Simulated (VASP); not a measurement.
Input of a VASP 6.6.1 run:

File INCAR:

```
  ALGO = Normal
  EDIFF = 1E-7
  ENCUT = 520
  ISIF = 2
  ISMEAR = -1
  LASPH = True
  LCHARG = True
  LELF = True
  LREAL = Auto
  LVHAR = True
  LWAVE = False
  NBANDS = 56
  NELM = 100
  PREC = Accurate
  SIGMA = 0.05
```

File KPOINTS:

```
k-points
0
Gamma
  2 2 1
```

Contents of POSCAR:

```
PdC18
1.0
    7.3980000000      0.0000000000      0.0000000000
   -3.6990000000      6.4068560000      0.0000000000
    0.0000000000      0.0000000000     11.0000000000
C Pd
18 1
Direct
   -0.0072257558      0.0007493535      0.0905892727
    0.2152327310      0.1115281817      0.0906138182
   -0.0065780985      0.3338237975      0.0884336364
    0.2129366916      0.4441083115      0.0885193636
   -0.0074713601      0.6661865040      0.0894560000
    0.2155055206      0.7779915765      0.0884327273
    0.3273463837      0.0009444570      0.0898171818
    0.5479324216      0.1110657084      0.0905877273
    0.3242281363      0.3315143965      0.0915771818
    0.5492906160      0.4430213509      0.0934137273
    0.3247364573      0.6677078430      0.0885180909
    0.5486215049      0.7803011337      0.0915749091
    0.6596119813      0.0002864119      0.0906126364
    0.8823095357      0.1108707609      0.0898180000
    0.6603246898      0.3330021777      0.0914823636
    0.8822501714      0.4456290262      0.0894560000
    0.6621762762      0.6687940232      0.0934148182
    0.8832292320      0.7788128842      0.0914833636
    0.5012693321      0.5558809188      0.2649264545
```

Potentials or basis: VASP PAW LDA potentials, release 64 (C, Pd).

Command:

```console
$ cat potpaw_LDA.64/C/POTCAR potpaw_LDA.64/Pd/POTCAR > POTCAR
$ mpirun -np 1 vasp_std > vasp.out
```

Problem. Predict the largest force.

Solution. 0.104 eV/Å.

Problem. What does it give for the band gap on the k mesh?

Solution. 0.23 eV, direct.

Forces in eV/Å, atoms in the order of the input:
```
C   -0.003 -0.010 -0.004
C   -0.034  0.004  0.000
C   -0.008 -0.001 -0.007
C   -0.005  0.005  0.006
C    0.015 -0.003 -0.008
C   -0.015 -0.002 -0.004
C    0.011 -0.022 -0.003
C   -0.001  0.005  0.001
C   -0.003  0.001  0.005
C   -0.001  0.007 -0.022
C   -0.005 -0.006 -0.001
C    0.002  0.003  0.003
C   -0.032 -0.007 -0.005
C    0.013  0.020 -0.001
C   -0.007 -0.027 -0.003
C    0.022  0.013 -0.006
C   -0.003 -0.011 -0.028
C   -0.008  0.029 -0.004
Pd   0.064  0.004  0.081
```

Caveat: the k points lie up to 0.49 Å⁻¹ apart.
